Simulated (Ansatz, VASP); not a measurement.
## Two plane-wave programs on ZnSe

File POSCAR:

```
ZnSe
1.0
    0.0000000000      2.8340000000      2.8340000000
    2.8340000000      0.0000000000      2.8340000000
    2.8340000000      2.8340000000      0.0000000000
Zn Se
1 1
Direct
    0.0000000000      0.0000000000      0.0000000000
    0.2500000000      0.2500000000      0.2500000000
```

The input INCAR.step1:

```
ALGO = Normal
EDIFF = 1E-4
ENCUT = 520
GGA = PE
GGA_COMPAT = False
ISMEAR = 0
LASPH = True
LCHARG = False
LREAL = False
LSORBIT = True
LWAVE = True
MAGMOM = 0 0 0 0 0 0
NBANDS = 30
NELM = 150
PREC = Accurate
SIGMA = 0.01
```

The input INCAR.step2:

```
ALGO = Normal
EDIFF = 1E-7
ENCUT = 520
GGA_COMPAT = False
ISIF = 2
ISMEAR = 0
ISTART = 1
LASPH = True
LCHARG = False
LMIXTAU = True
LORBIT = 11
LORBMOM = True
LREAL = False
LSORBIT = True
LWAVE = False
MAGMOM = 0 0 0 0 0 0
METAGGA = R2SCAN
NBANDS = 30
NELM = 150
PREC = Accurate
SIGMA = 0.01
```

Contents of KPOINTS:

```
k-points
0
Gamma
  6 6 6
```

Input for Ansatz:

```yaml
crystal:
  lattice:
    - [0.0, 2.834, 2.834]
    - [2.834, 0.0, 2.834]
    - [2.834, 2.834, 0.0]
  atoms:
    - { symbol: Zn, position: [0.0, 0.0, 0.0] }
    - { symbol: Se, position: [0.25, 0.25, 0.25] }
scf:
  occupations: { method: gaussian, width: 0.01 }
  n_extra_bands: 12
output:
  eigenvalues: true
  eigenstates: { kpoints: [[0, 0, 0]], e_range: [-2, 3] }
hamiltonian:
  xc: r2scan
  pseudopotentials: { kind: paw_fr }
kpoints:
  mp_grid: { grid: [6, 6, 6] }
magnetization:
  noncollinear: true
  spin_orbit: true
```

Alike in both runs: task single point; functional r2SCAN; k mesh 6 × 6 × 6; occupations gaussian, width 0.01 eV; non-collinear spin, spin-orbit coupling.

|  | VASP | Ansatz |
| --- | --- | --- |
| version | VASP 6.6.1 | Ansatz 0.2.0 |
| potentials or method | VASP PAW PBE potentials, release 64 (Zn, Se) | plane waves, PAW |
| plane-wave cutoff (eV) | 520 | 500 |
| valence electrons in the cell | 18 | 28 |

```csv
,VASP,Ansatz,Ansatz less VASP
net moment per atom (μB),0.00,0.00,0.000
```

VASP's potentials were made for PBE, not for r2SCAN. VASP's potentials hold 18 valence electrons a cell and Ansatz's 28, so a difference there can come from the potentials and not from the codes.
